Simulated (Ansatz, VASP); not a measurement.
**One calculation of Ti, two programs**

INCAR

```
SYSTEM = Ti
ALGO     = Normal         ! electronic algorithm
EDIFF    = 1E-6           ! SCF threshold, eV
EDIFFG   = -0.001         ! ionic threshold
ENCUT    = 600            ! plane-wave cutoff, eV
GGA      = PE             ! functional
IBRION   = 2              ! ionic algorithm
ISIF     = 3              ! what is computed and relaxed
ISMEAR   = -1             ! smearing method
LASPH    = .TRUE.         ! aspherical terms in the spheres
LCHARG   = .FALSE.        ! write CHGCAR
LREAL    = .FALSE.        ! projectors in reciprocal space
LWAVE    = .FALSE.        ! write WAVECAR
NELM     = 80             ! most SCF steps
NSW      = 80             ! ionic steps
PREC     = Accurate       ! precision mode
SIGMA    = 0.15           ! smearing width, eV
```

Contents of KPOINTS:

```
k-points
0
G
  15 15 8
  0 0 0
```

File POSCAR:

```
Ti
1.0
    2.9391651181      0.0000000000      0.0000000000
   -1.4695825590      2.5453916582      0.0000000000
    0.0000000000      0.0000000000      4.6493291630
Ti
2
Direct
    0.3333333333      0.6666666667      0.2500000000
    0.6666666667      0.3333333333      0.7500000000
```

Input for Ansatz:

```yaml
crystal:
  lattice:
    - [2.9391651181, 0.0, 0.0]
    - [-1.469582559, 2.5453916582, 0.0]
    - [0.0, 0.0, 4.649329163]
  atoms:
    - { symbol: Ti, position: [0.3333333333, 0.6666666667, 0.25] }
    - { symbol: Ti, position: [0.6666666667, 0.3333333333, 0.75] }
basis:
  ecutwfc: 420
kpoints:
  mp_grid: { grid: [15, 15, 8] }
hamiltonian:
  xc: pbe
  pseudopotentials: { kind: paw, azcp: { folder: soft_1 } }
scf:
  occupations: { method: fermi_dirac, width: 0.15 }
output:
  forces: true
  stress: true
  eigenvalues: true
  write_density: true
  write_potential: true
  elf: true
  volumetric_format: npy
relax:
  adjacent_minimum: "off"
  f_tol: 0.001
  max_steps: 60
  cell: { stress_tol: 0.01 }
```

Alike in both runs: task relaxation of cell and atoms; functional PBE; k mesh 15 × 15 × 8; occupations fermi-dirac, width 0.15 eV; no spin polarisation.

|  | VASP | Ansatz |
| --- | --- | --- |
| version | VASP 6.6.1 | Ansatz 0.2.0 |
| potentials or method | VASP PAW PBE potentials, release 64 (Ti_sv), cutoff 600 eV | scalar-relativistic, plane waves, PAW |
| valence electrons in the cell | 24 | 24 |

|  | VASP | Ansatz | Ansatz less VASP |
| --- | --- | --- | --- |
| gap on the k mesh at the Fermi level, each at its own relaxed structure (eV) | none | none | - |
| relaxed volume (Å³/atom) | 17.42 | 17.46 | +0.041 |
| relaxed length of the cell vector where the two differ most in proportion (Å) | 4.660 | 4.664 | +0.0040 |

A gap of «none» marks a metal or a gap that the smearing closes. Ansatz's warnings: levels seen not taken in.
